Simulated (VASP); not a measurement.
Runs of VASP 6.6.1 on Si. The structure is that of space group I4_1/amd (No. 141), or close to it. The cells are those of the table. 

| task | level | cell | cutoff (eV) | gap on the mesh (eV) | pressure (GPa) |
| --- | --- | --- | --- | --- | --- |
| single point | PBEsol | a = 3.638 Å, angles 97.3, 97.3, 138.1°, 2 atoms | 520 | none | 0.2 |
| single point | revPBE+D3(BJ) | a = 3.586, b = 3.586, c = 3.591 Å, angles 97.3, 97.3, 138.2°, 2 atoms | 520 | none | -0.4 |
| relaxation of cell and atoms | revPBE+D3(BJ) | relaxed from a = 3.607 Å, angles 97.8, 97.8, 136.8°, 2 atoms | 600 | none | 0.3 |
| single point | PBE+D3(BJ) | a = 3.617, b = 3.617, c = 3.619 Å, angles 97.3, 97.3, 138.2°, 2 atoms | 520 | none | (a) |

Alike in all rows: potentials or basis VASP PAW PBE potentials, release 64 (Si); no spin polarisation; k mesh 11 × 11 × 8; smearing fermi-dirac 0.1 eV.

Estimate the missing entries.

(a) -0.1.

Caveats: the PAW data sets were made with another functional, which shifts forces and pressure a little (at least some runs).

A gap of «none» marks levels without a gap at the run's occupations.
